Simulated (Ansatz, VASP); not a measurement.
**One calculation of Rb, two programs**

The input INCAR:

```
SYSTEM = Rb
PREC     = Accurate       ! precision mode
ENCUT    = 520            ! plane-wave cutoff, eV
EDIFF    = 1E-6           ! SCF threshold, eV
ISMEAR   = -1             ! smearing method
SIGMA    = 0.1            ! smearing width, eV
LREAL    = .False.        ! projectors in reciprocal space
LASPH    = .True.         ! aspherical terms in the spheres
NELM     = 80             ! most SCF steps
ALGO     = Normal         ! electronic algorithm
ISIF     = 2              ! what is computed and relaxed
LWAVE    = .False.        ! write WAVECAR
LCHARG   = .True.         ! write CHGCAR
GGA      = CA             ! functional
LELF     = .True.         ! ELF
LVHAR    = .True.       
NBANDS   = 20             ! bands
```

Contents of KPOINTS:

```
regular mesh
0
Gamma
  6 6 8
  0 0 0
```

Contents of POSCAR:

```
Rb
1.0
    7.6841191809      0.0000000000      0.0000000000
   -3.8420595904      6.6546424163      0.0000000000
    0.0000000000      0.0000000000      4.5925762344
Rb
3
Direct
    1.0000000000      1.0000000000      0.0000000000
    0.3333333333      0.6666666667      0.5000000000
    0.6666666667      0.3333333333      0.5000000000
```

Input for Ansatz:

```yaml
crystal:
  lattice:
    - [7.6841191809, 0.0, 0.0]
    - [-3.8420595904, 6.6546424163, 0.0]
    - [0.0, 0.0, 4.5925762344]
  atoms:
    - { symbol: Rb, position: [1.0, 1.0, 0.0] }
    - { symbol: Rb, position: [0.3333333333, 0.6666666667, 0.5] }
    - { symbol: Rb, position: [0.6666666667, 0.3333333333, 0.5] }
hamiltonian:
  xc: lda
  pseudopotentials:
    kind: paw
    azcp:
      Rb: "pseudopotentials/Rb.paw.azcp"
basis:
  ecutwfc: 420
  fft_grid_basis: typed
kpoints:
  mp_grid: { grid: [6, 6, 8], shift: [0, 0, 0] }
magnetization:
  spin_polarized: false
scf:
  occupations: { method: fermi_dirac, width: 0.1 }
  lower_state_search: "off"
output:
  stress: true
  write_density: true
  write_potential: true
  elf: true
  volumetric_format: npy
```

Alike in both runs: task single point; functional LDA; k mesh 6 × 6 × 8; occupations fermi-dirac, width 0.1 eV; no spin polarisation.

```csv
,VASP,Ansatz
version,VASP 6.6.1,Ansatz 0.2.0
potentials or method,"VASP PAW LDA potentials, release 64 (Rb_sv), cutoff 520 eV","plane waves (420 eV) with PAW, scalar-relativistic"
valence electrons in the cell,27,27
```

```csv
,VASP,Ansatz,Ansatz less VASP
pressure (GPa),0.0,0.0,0.00
```

Ansatz warns that its potentials were made for another functional, while VASP's fit it. LDA's correlation is that of Perdew and Zunger in VASP and of Perdew and Wang (1992) in Ansatz.
